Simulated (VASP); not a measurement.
Set up this calculation in VASP 6.6.1, as the native input.

```yaml
Task: single point
Functional: LDA
Potentials_or_basis: VASP PAW LDA potentials, release 64 (Al, N)
Cutoff: 600 eV
k_mesh: 8 × 8 × 8
Occupations: gaussian, width 0.01 eV
Spin: no spin polarisation
Dipole_correction: no
Further_INCAR_settings: ALGO = Normal; EDIFF = 1e-06; NBANDS = 11
```

The structure of AlN (lda) lies in POSCAR:

```
AlN
1.0
    0.0000000000      2.1710418872      2.1710418872
    2.1710418872      0.0000000000      2.1710418872
    2.1710418872      2.1710418872      0.0000000000
Al N
1 1
Direct
    0.0000000000      0.0000000000      0.0000000000
    0.2500000000      0.2500000000      0.2500000000
```

These files were run (other wordings do the same):

INCAR

```
ALGO     = Normal         # electronic algorithm
EDIFF    = 1E-6           # SCF threshold, eV
ENCUT    = 600            # plane-wave cutoff, eV
GGA      = CA             # functional
GGA_COMPAT= F            
ISIF     = 2              # what is computed and relaxed
ISMEAR   = 0              # smearing method
LASPH    = T              # aspherical terms in the spheres
LCHARG   = F              # write CHGCAR
LREAL    = F              # projectors in reciprocal space
LWAVE    = F              # write WAVECAR
NBANDS   = 11             # bands
NELM     = 120            # most SCF steps
PREC     = Accurate       # precision mode
SIGMA    = 0.01           # smearing width, eV
```

KPOINTS

```
k-points
0
Gamma
  8 8 8
```

Potentials or basis: VASP PAW LDA potentials, release 64 (Al, N).

Command:

```sh
$ cat potpaw_LDA.64/Al/POTCAR potpaw_LDA.64/N/POTCAR > POTCAR
$ mpirun -np 1 vasp_std > vasp.out
```

It gave:

- Pressure: 0.6 GPa
- Band gap on the k mesh: 3.23 eV, indirect (least direct gap 4.39 eV)

Wall time 16 s on 1 thread of AMD EPYC 7R13, with other jobs on the host, peak memory 0.1 GiB.
